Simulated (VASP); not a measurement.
Wanted: the native input for a VASP 6.6.1 run.

* Task: relaxation of cell and atoms
* Functional: PBEsol
* Potentials or basis: VASP PAW PBE potentials, release 64 (Ni)
* Cutoff: 600 eV
* k mesh: 20 × 20 × 20
* Occupations: fermi-dirac, width 0.05 eV
* Spin: collinear spin, ferromagnetic start
* Starting moments: [1.0] μB
* Target pressure: 29 GPa
* Dipole correction: no
* Further INCAR settings: ALGO = Normal; EDIFF = 1e-06; IBRION = 2; EDIFFG = -0.005; NSW = 32; ISIF = 3

The structure of Ni lies in POSCAR:

```
Ni
1.0
    0.0000000000      1.6755653281      1.6755653281
    1.6755653281      0.0000000000      1.6755653281
    1.6755653281      1.6755653281      0.0000000000
Ni
1
Direct
    0.0000000000      0.0000000000      0.0000000000
```

One way to write it, as run:

INCAR

```
ALGO     = Normal         # electronic algorithm
EDIFF    = 1E-6           # SCF threshold, eV
EDIFFG   = -0.005         # ionic threshold
ENCUT    = 600            # plane-wave cutoff, eV
GGA      = PS             # functional
IBRION   = 2              # ionic algorithm
ISIF     = 3              # what is computed and relaxed
ISMEAR   = -1             # smearing method
ISPIN    = 2              # spin polarisation
LASPH    = True           # aspherical terms in the spheres
LCHARG   = False          # write CHGCAR
LMAXMIX  = 4              # l up to which the mixer works
LORBIT   = 11             # projections on sites
LREAL    = False          # projectors in reciprocal space
LWAVE    = False          # write WAVECAR
MAGMOM   = 1              # initial moments
NELM     = 150            # most SCF steps
NSW      = 32             # ionic steps
PREC     = Accurate       # precision mode
PSTRESS  = 290.0        
SIGMA    = 0.05           # smearing width, eV
```

KPOINTS

```
k-points
0
Gamma
  20 20 20
```

Potentials or basis: VASP PAW PBE potentials, release 64 (Ni).

Launch:

```bash
$ cat potpaw_PBE.64/Ni/POTCAR > POTCAR
$ mpirun -np 1 vasp_std > vasp.out
```

Results of the run:

- Relaxed volume: 9.39 Å³/atom
- Relaxed cell: a = 2.368 Å, b = 2.368 Å, c = 2.368 Å, α = 60.00°, β = 60.00°, γ = 60.00°
- Space group after relaxing (to 0.05 Å): Fm-3m (No. 225)
- Energy change on relaxing (the enthalpy is what falls): +2.9 meV/atom
- Ionic steps: 3
- Pressure after relaxing: 29.0 GPa
- Net moment: 0.60 μB per cell
- Site moments: Ni +0.60 μB
- Valence electrons inside the program's atomic spheres: Ni 9.62

Caveat: the cell is relaxed towards a set pressure, so the enthalpy falls and the energy may rise; the PAW data sets were made with another functional, which shifts forces and pressure a little.

It took 48 s on 1 thread of Intel(R) Xeon(R) 6975P-C (Granite Rapids) (shared host), peak memory 0.17 GiB.
